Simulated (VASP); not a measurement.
Write the native input for VASP 6.6.1 that does the following.

```
Task                   : relaxation of the atoms
Functional             : PBE
Potentials or basis    : VASP PAW PBE potentials, release 64 (Pt, S)
Cutoff                 : 520 eV
k mesh                 : 9 × 9 × 4
Occupations            : gaussian, width 0.05 eV
Spin                   : no spin polarisation
Dipole correction      : no
Further INCAR settings : ALGO = Normal; EDIFF = 1e-06; IBRION = 2; EDIFFG = -0.01; NSW = 50
```

The structure of PtS2 lies in POSCAR:

```
PtS2
1.0
    3.4514000000      0.0000000000      0.0000000000
   -1.7257000000      2.9890000786      0.0000000000
    0.0000000000      0.0000000000      6.6591000000
Pt S
1 2
Direct
    0.0000000000      0.0000000000      0.0000000000
    0.3333333333      0.6666666667      0.1889525212
    0.6666666667      0.3333333333      0.8110474788
```

The input as run:

INCAR

```
PREC = Accurate
ENCUT = 520
EDIFF = 1E-6
ISMEAR = 0
SIGMA = 0.05
LREAL = F
LASPH = T
NELM = 80
ALGO = Normal
ISIF = 2
LWAVE = F
LCHARG = F
GGA = PE
IBRION = 2
NSW = 50
EDIFFG = -0.01
```

KPOINTS

```
Automatic mesh
0
Gamma
  9 9 4
```

Potentials or basis: VASP PAW PBE potentials, release 64 (Pt, S).

Command:

```bash
$ cat potpaw_PBE.64/Pt/POTCAR potpaw_PBE.64/S/POTCAR > POTCAR
$ mpirun -np 1 vasp_std > vasp.out
```

Results of the run:

```
Energy gained by relaxing : 6.7 meV/atom
Ionic steps               : 3
Pressure after relaxing   : 4.1 GPa
Band gap on the k mesh    : 1.61 eV (least direct gap 1.72 eV)
```

Caveat: spin-orbit coupling is left out, which moves the levels of the heavy elements; this functional lacks dispersion, which binds layers or chains, so the pressure and a relaxed spacing across them are unreliable.

Run time: 35 s on 1 thread of Intel(R) Xeon(R) 6975P-C (Granite Rapids), on a shared host, peak memory 0.22 GiB.
